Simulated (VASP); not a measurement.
AlN: single point with PBE

The system is AlN.

```
CELL_PARAMETERS angstrom
3.18216 0.00000 0.00000
-1.59108 2.75583 0.00000
0.00000 0.00000 5.10074
ATOMIC_POSITIONS crystal
Al 0.32397 0.66667 0.00173
Al 0.67603 0.33333 0.50173
N 0.34161 0.66667 0.38327
N 0.65839 0.33333 0.88327
```

This cell differs from its parent crystal: atoms displaced along a vibrational mode, the cell strained.

| Property | Result |
| --- | --- |
| Program | VASP 6.6.1 |
| Task | single point |
| Functional | PBE |
| Potentials or basis | VASP PAW PBE potentials, release 64 (Al, N) |
| Cutoff | 520 eV |
| k mesh | 9 × 9 × 6 |
| Occupations | gaussian, width 0.05 eV |
| Spin | no spin polarisation |
| Dipole correction | no |
| Further INCAR settings | ALGO = Normal; EDIFF = 1e-06; NBANDS = 16 |

The pressure is -8.9 GPa, the largest force is 0.161 eV/Å and the band gap on the k mesh is 3.61 eV.

Forces in eV/Å, atoms in the order of the input:
```
Al   0.160  0.004  0.020
Al  -0.160 -0.004  0.020
N   -0.084  0.001 -0.020
N    0.084 -0.001 -0.020
```

Stress tensor (GPa, compression positive):
```
-9.20 -0.16  0.00
-0.16 -9.12  0.00
 0.00  0.00 -8.45
```

Levels at points of the mesh, in eV from the valence-band top:
| k point | band 4 | band 5 | band 6 | band 7 | band 8 | band 9 | band 10 | band 11 | band 12 | band 13 |
| --- | --- | --- | --- | --- | --- | --- | --- | --- | --- | --- |
| (0.00, 0.00, 0.00) | -0.84 | -0.82 | -0.24 | -0.16 | 0.00 | 3.61 | 6.08 | 10.05 | 10.55 | 10.78 |
| (0.00, 0.00, 0.50) | -3.23 | -0.54 | -0.54 | -0.51 | -0.51 | 5.88 | 5.88 | 9.76 | 9.76 | 10.98 |

It took 2 min on 1 thread of Intel Xeon 8259CL, on a shared host, peak memory 0.22 GiB.

Caveat: the cell differs from its parent crystal (atoms displaced along a vibrational mode, the cell strained); the cell stands under tension.
